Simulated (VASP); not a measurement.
# Sn (Fd-3m) in VASP: single point with HSE06

Aim: the single point of Sn with HSE06.

Program: VASP 6.6.1. These are calculated values, not measurements. Logs are shortened: lines on timing, memory, paths and dates and some standing lists are left out, and cuts for length are marked.

## Step 1: The cell of the first run

The structure is cubic, space group Fd-3m (No. 227). Conventional cell: a = 6.700 Å, b = 6.700 Å, c = 6.700 Å, α = 90.00°, β = 90.00°, γ = 90.00°. Within 3.8 Å of Sn (site symmetry -43m) lie 4 Sn at 2.90 Å.

This isn't the form of Sn at room conditions, which is tetragonal (white tin).

## Step 2: Single point, HSE06 (strain +2.0%)

The input, POSCAR:

```
Sn
1.0
    0.0000000000      3.3501489766      3.3501489766
    3.3501489766      0.0000000000      3.3501489766
    3.3501489766      3.3501489766      0.0000000000
Sn
2
Direct
    0.0000000000      0.0000000000      0.0000000000
    0.2500000000      0.2500000000      0.2500000000
```

The input, INCAR.step1:

```
ALGO = Normal
EDIFF = 1E-5
ENCUT = 520
GGA = PE
ISIF = 2
ISMEAR = -1
LASPH = True
LCHARG = False
LREAL = False
LWAVE = True
NBANDS = 21
NELM = 80
PREC = Accurate
SIGMA = 0.02
```

The input, INCAR.step2:

```
ALGO = Normal
EDIFF = 1E-6
ENCUT = 520
GGA = PE
HFSCREEN = 0.2079
ISIF = 2
ISMEAR = -1
ISTART = 1
LASPH = True
LCHARG = False
LHFCALC = True
LREAL = False
LWAVE = False
NBANDS = 21
NELM = 80
PREC = Accurate
PRECFOCK = Normal
SIGMA = 0.02
```

The input, KPOINTS:

```
k-points
0
Gamma
  4 4 4
```

Potentials or basis: VASP PAW PBE potentials, release 64 (Sn_d).

The run is started by

```bash
$ cat potpaw_PBE.64/Sn_d/POTCAR > POTCAR
$ cp INCAR.step1 INCAR
$ mpirun -np 1 vasp_std > vasp.out
$ cp INCAR.step2 INCAR
$ mpirun -np 1 vasp_std > vasp.out
```

OUTCAR:

```text
EDIFF = 1E-6
   ENCUT = 520
   GGA = PE
   HFSCREEN = 0.2079
   ISIF = 2
   ISMEAR = -1
   ISTART = 1
   LASPH = True
   LHFCALC = True
   LREAL = False
   NELM = 80
   PREC = Accurate
   PRECFOCK = Normal

 ion  position               nearest neighbor table
   1  0.000  0.000  0.000-   2 2.90   2 2.90   2 2.90   2 2.90
   2  0.250  0.250  0.250-   1 2.90   1 2.90   1 2.90   1 2.90

  LATTYP: Found a face centered cubic cell.
 ALAT       =     6.7002979532

  Lattice vectors:

 A1 = (   0.0000000000,   3.3501489766,   3.3501489766)
 A2 = (   3.3501489766,   0.0000000000,   3.3501489766)
 A3 = (   3.3501489766,   3.3501489766,   0.0000000000)

Analysis of symmetry for initial positions (statically):
=====================================================================
 Subroutine PRICEL returns:
 Original cell was already a primitive cell.

 Routine SETGRP: Setting up the symmetry group for a
 face centered cubic supercell.

 Subroutine GETGRP returns: Found 48 space group operations
 (whereof 24 operations were pure point group operations)
 out of a pool of 48 trial point group operations.

The static configuration has the point symmetry T_d .
 The point group associated with its full space group is O_h .

Analysis of symmetry for dynamics (positions and initial velocities):
=====================================================================
 Subroutine PRICEL returns:
 Original cell was already a primitive cell.

 Routine SETGRP: Setting up the symmetry group for a
 face centered cubic supercell.

 Subroutine GETGRP returns: Found 48 space group operations
 (whereof 24 operations were pure point group operations)
 out of a pool of 48 trial point group operations.

The dynamic configuration has the point symmetry T_d .
 The point group associated with its full space group is O_h .

 Subroutine INISYM returns: Found 48 space group operations
 (whereof 24 operations are pure point group operations),
 and found     1 'primitive' translations

----------------------------------------------------------------------------------------

                                     Primitive cell

  volume of cell :      75.2008

  direct lattice vectors                    reciprocal lattice vectors
     0.000000000  3.350148977  3.350148977    -0.149247094  0.149247094  0.149247094
     3.350148977  0.000000000  3.350148977     0.149247094 -0.149247094  0.149247094
     3.350148977  3.350148977  0.000000000     0.149247094  0.149247094 -0.149247094

  length of vectors
     4.737826119  4.737826119  4.737826119     0.258503550  0.258503550  0.258503550

  position of ions in fractional coordinates (direct lattice)
     0.000000000  0.000000000  0.000000000
     0.250000000  0.250000000  0.250000000

  ion indices of the primitive-cell ions
   primitive index   ion index
                 1           1
                 2           2

----------------------------------------------------------------------------------------

 KPOINTS: k-points

Automatic generation of k-mesh.
 Grid dimensions read from file:
 generate k-points for:    4    4    4

 Generating k-lattice:

  Cartesian coordinates                     Fractional coordinates (reciprocal lattice)
    -0.037311774  0.037311774  0.037311774     0.250000000  0.000000000  0.000000000
     0.037311774 -0.037311774  0.037311774     0.000000000  0.250000000  0.000000000
     0.037311774  0.037311774 -0.037311774     0.000000000  0.000000000  0.250000000

  Length of vectors
     0.064625888  0.064625888  0.064625888

  Shift w.r.t. Gamma in fractional coordinates (k-lattice)
     0.000000000  0.000000000  0.000000000

 Subroutine IBZKPT returns following result:
 ===========================================

 Found      8 irreducible k-points:

 Following reciprocal coordinates:
            Coordinates               Weight
  0.000000  0.000000  0.000000      1.000000
  0.250000  0.000000  0.000000      8.000000
  0.500000  0.000000  0.000000      4.000000
  0.250000  0.250000  0.000000      6.000000
  0.500000  0.250000  0.000000     24.000000
 -0.250000  0.250000  0.000000     12.000000
  0.500000  0.500000  0.000000      3.000000
 -0.250000  0.500000  0.250000      6.000000
   k-points           NKPTS =      8   k-points in BZ     NKDIM =     64   number of bands    NBANDS=     21
   number of dos      NEDOS =    301   number of ions     NIONS =      2
   total plane-waves  NPLWV =  46656
   dimension x,y,z NGX =    36 NGY =   36 NGZ =   36
   dimension x,y,z NGXF=    72 NGYF=   72 NGZF=   72
   ions per type =               2
   NGX,Y,Z   is equivalent  to a cutoff of  12.63, 12.63, 12.63 a.u.
   NGXF,Y,Z  is equivalent  to a cutoff of  25.26, 25.26, 25.26 a.u.
 SYSTEM =  unknown system
   PREC   = accura    normal or accurate (medium, high low for compatibility)
   ISTART =      1    job   : 0-new  1-cont  2-samecut
   ICHARG =      0    charge: 1-file 2-atom 10-const
   ISPIN  =      1    spin polarized calculation?
   LNONCOLLINEAR =      F non collinear calculations
   LSORBIT =      F    spin-orbit coupling
   LASPH  =      T    aspherical Exc in radial PAW
   ENCUT  =  520.0 eV  38.22 Ry    6.18 a.u.   8.81  8.81  8.81*2*pi/ulx,y,z
   NELM   =     80;   NELMIN=  2; NELMDL=  0     # of ELM steps
   EDIFF  = 0.1E-05   stopping-criterion for ELM
   LREAL  =      F    real-space projection
   EDIFFG = 0.1E-04   stopping-criterion for IOM
   NSW    =      0    number of steps for IOM
   IBRION =     -1    ionic relax: 0-MD 1-quasi-New 2-CG
   NFREE  =      0    steps in history (QN), initial steepest desc. (CG)
   ISIF   =      2    stress and relaxation
   ISYM   =      3    0-nonsym 1-usesym 2-fastsym
   POTIM  = 0.5000    time-step for ionic-motion
   TEBEG  =    0.0;   TEEND  =   0.0 temperature during run
   PSTRESS=    0.0 pullay stress
   NELECT =      28.0000    total number of electrons
   NUPDOWN=      -1.0000    fix difference up-down
   EMIN   =  10.00;   EMAX   =-10.00  energy-range for DOS
   EFERMI =   0.00;   METHOD = LEGACY
   ISMEAR =    -1;   SIGMA  =   0.02  broadening in eV -4-tet -1-fermi 0-gaus
   EFERMI_NEDOS =   21; number of points for ismear=-14 and -15
   IALGO  =     38    algorithm
   IMIX   =      1    mixing-type and parameters
     AMIX     =   0.40;   BMIX     =  1.00
     AMIX_MAG =   1.60;   BMIX_MAG =  1.00
  volume/ion in A,a.u.               =      37.60       253.74
  Fermi-wavevector in a.u.,A,eV,Ry     =   1.177751  2.225626 18.872598  1.387097
  Thomas-Fermi vector in A             =   2.314092
   LORBIT       =      0    0 simple, 1 ext, 2 COOP (PROOUT), +10 PAW based schemes
   GGA     = PE    functional components
   LHFCALC =     T    Hartree Fock is set to
   PRECFOCK=normal    Normal, Fast or Accurate (Low or Medium for compatibility)
   ENCUT4O =  -1.0   cutoff for four orbital integrals eV
   NKREDX  =     1    reduce k-point grid by
   NKREDY  =     1    reduce k-point grid by
   NKREDZ  =     1    reduce k-point grid by
   AEXX    =    0.2500 exact exchange contribution
   HFSCREEN=    0.2079 screening length (either q_TF or 0.3 A-1)
   HFSCREENC=   0.2079 screening length for correlation (either q_TF or 0.3 A-1)
   ENCUTFOCK=  -1.0 apply spherical cutoff to Coloumb kernel
   IVDW    =     0    specifies the selected vdW correction
   LEPSILON=     F    determine dielectric tensor
   LRPA    =     F    only Hartree local field effects (RPA)
 non-spin polarized calculation
  energy-cutoff  :      520.00
  volume of cell :       75.20
 maximum number of plane-waves:      2085
  NGX = 28; NGY = 28; NGZ = 28

 number of electron      28.0000017 magnetization

 Free energy of the ion-electron system (eV)
  ---------------------------------------------------
  ext. energy  EPLUGINS =         0.00000000
  ---------------------------------------------------
  free energy    TOTEN  =        -8.84509318 eV

  energy without entropy =       -8.84389581  energy(sigma->0) =       -8.84449450

 E-fermi :   4.5399     XC(G=0):  -7.0690

 val. band max:        4.5260996821   @ k =   0.0000   0.0000   0.0000
 cond. band min:       4.7162354110   @ k =   0.5000   0.0000   0.0000
 fundamental gap:      0.1901357289
 Fermi energy:         4.5399436746

 k-point     1 :       0.0000    0.0000    0.0000
  band No.  band energies     occupation
      1     -19.1883      2.00000
      2     -19.1883      2.00000
      3     -19.1883      2.00000
      4     -19.1412      2.00000
      5     -19.1412      2.00000
      6     -18.8936      2.00000
[... 13 lines left out ...]
     20      12.8631      0.00000
     21      12.8632      0.00000

 k-point     2 :       0.2500    0.0000    0.0000
  band No.  band energies     occupation
      1     -19.2093      2.00000
      2     -19.2093      2.00000
      3     -19.1778      2.00000
      4     -19.1093      2.00000
      5     -19.1093      2.00000
      6     -18.9297      2.00000
[... 13 lines left out ...]
     20      11.8666      0.00000
     21      11.8666      0.00000

 k-point     3 :       0.5000    0.0000    0.0000
  band No.  band energies     occupation
      1     -19.2184      2.00000
      2     -19.2184      2.00000
      3     -19.1667      2.00000
      4     -19.0923      2.00000
      5     -19.0923      2.00000
      6     -18.9425      2.00000
[... 13 lines left out ...]
     20      13.5181      0.00000
     21      13.7684      0.00000

 k-point     4 :       0.2500    0.2500    0.0000
  band No.  band energies     occupation
      1     -19.2114      2.00000
      2     -19.2114      2.00000
      3     -19.1902      2.00000
      4     -19.1034      2.00000
      5     -19.0641      2.00000
      6     -18.9961      2.00000
[... 13 lines left out ...]
     20      12.9104      0.00000
     21      13.5841      0.00000

 k-point     5 :       0.5000    0.2500    0.0000
  band No.  band energies     occupation
      1     -19.2418      2.00000
      2     -19.2261      2.00000
      3     -19.1402      2.00000
      4     -19.0638      2.00000
      5     -19.0404      2.00000
      6     -19.0182      2.00000
[... 13 lines left out ...]
     20      14.0132      0.00000
     21      14.1043      0.00000

 k-point     6 :      -0.2500    0.2500    0.0000
  band No.  band energies     occupation
      1     -19.2366      2.00000
      2     -19.2269      2.00000
      3     -19.1361      2.00000
      4     -19.0902      2.00000
      5     -19.0612      2.00000
      6     -18.9773      2.00000
[... 13 lines left out ...]
     20      12.5646      0.00000
     21      14.3011      0.00000

 k-point     7 :       0.5000    0.5000    0.0000
  band No.  band energies     occupation
      1     -19.2311      2.00000
      2     -19.2311      2.00000
      3     -19.1201      2.00000
      4     -19.1201      2.00000
      5     -19.0133      2.00000
      6     -19.0133      2.00000
[... 13 lines left out ...]
     20      14.0101      0.00000
     21      15.2637      0.00000

 k-point     8 :      -0.2500    0.5000    0.2500
  band No.  band energies     occupation
      1     -19.2446      2.00000
      2     -19.2446      2.00000
      3     -19.0751      2.00000
      4     -19.0751      2.00000
      5     -19.0197      2.00000
      6     -19.0197      2.00000
[... 13 lines left out ...]
     20      13.8492      0.00000
     21      15.1296      0.00000

------------------------ aborting loop because EDIFF is reached ----------------------------------------

  FORCE on cell =-STRESS in cart. coord.  units (eV):
  Direction    XX          YY          ZZ          XY          YZ          ZX
  --------------------------------------------------------------------------------------
  -------------------------------------------------------------------------------------
  Total       -0.9790272     -0.9790272     -0.9790272      0.0000000      0.0000000      0.0000000
  in kB      -20.8584959    -20.8584959    -20.8584959      0.0000000      0.0000000      0.0000000
  external PRESSURE =     -20.8584959 kB  Pullay stress =       0.0000000 kB

 VOLUME and BASIS-vectors are now :
 -----------------------------------------------------------------------------
  energy-cutoff  :      520.00
  volume of cell :       75.20
      direct lattice vectors                 reciprocal lattice vectors
     0.000000000  3.350148977  3.350148977    -0.149247094  0.149247094  0.149247094
     3.350148977  0.000000000  3.350148977     0.149247094 -0.149247094  0.149247094
     3.350148977  3.350148977  0.000000000     0.149247094  0.149247094 -0.149247094

 POSITION                                       TOTAL-FORCE (eV/Angst)
 -----------------------------------------------------------------------------------
      0.00000      0.00000      0.00000        -0.000000     -0.000000     -0.000000
      1.67507      1.67507      1.67507         0.000000      0.000000      0.000000
 -----------------------------------------------------------------------------------
    total drift:                                0.000001     -0.000001      0.000001

  FREE ENERGIE OF THE ION-ELECTRON SYSTEM (eV)
  ---------------------------------------------------
  free  energy   TOTEN  =        -8.8450931799 eV

  energy  without entropy=       -8.8438958142  energy(sigma->0) =       -8.84449450
```

It took 46 min on 1 thread of Oxide Virtual Turin-like, shared host; peak memory 0.28 GiB.

What came out:

* Free energy: -8.8451 eV
* Pressure: -2.1 GPa
* Band gap on the k mesh: zero (filled and empty bands touch)

Caveat: the k points lie up to 0.41 Å⁻¹ apart; the cell differs from its parent crystal (strain +2.0%); the PAW data sets were made with another functional, which shifts forces and pressure a little; spin-orbit coupling is left out, which moves the levels of the heavy elements.

The gap in the log of VASP goes by the Fermi energy; the results here count the filled bands.